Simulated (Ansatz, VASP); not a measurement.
# Cu in VASP and in Ansatz

```
Cu
1.0
    -1.79374    1.79374    1.79374
     1.79374   -1.79374    1.79374
     1.79374    1.79374   -1.79374
Cu
1
Direct
  0.00000 0.00000 0.00000
```

Alike in both runs: task relaxation of cell and atoms; functional PBE; k mesh 8 × 8 × 8; occupations gaussian, width 0.1 eV; no spin polarisation.

```csv
,VASP,Ansatz
version,VASP 6.6.1,Ansatz 0.2.0
potentials or method,"VASP PAW PBE potentials, release 64 (Cu), cutoff 600 eV","scalar-relativistic, plane waves, PAW"
valence electrons in the cell,11,19
```

VASP gave:

```
gap on the k mesh at the Fermi level, each at its own relaxed structure (eV) : none
relaxed volume (Å³/atom)                                                     : 12.12
relaxed cell length with the largest relative difference (Å)                 : 2.506
```

Problem. What did Ansatz give for the same quantities?

Solution. gap on the k mesh at the Fermi level, each at its own relaxed structure (eV): none; relaxed volume (Å³/atom): 12.04; relaxed cell length with the largest relative difference (Å): 2.501.

A gap of «none» marks a metal or a gap that the smearing closes. VASP's potentials hold 11 valence electrons a cell and Ansatz's 19, so a difference there can come from the potentials and not from the codes.

Noted on VASP's run: the volume moved by over 15 % at a fixed basis, so the end points are rough.
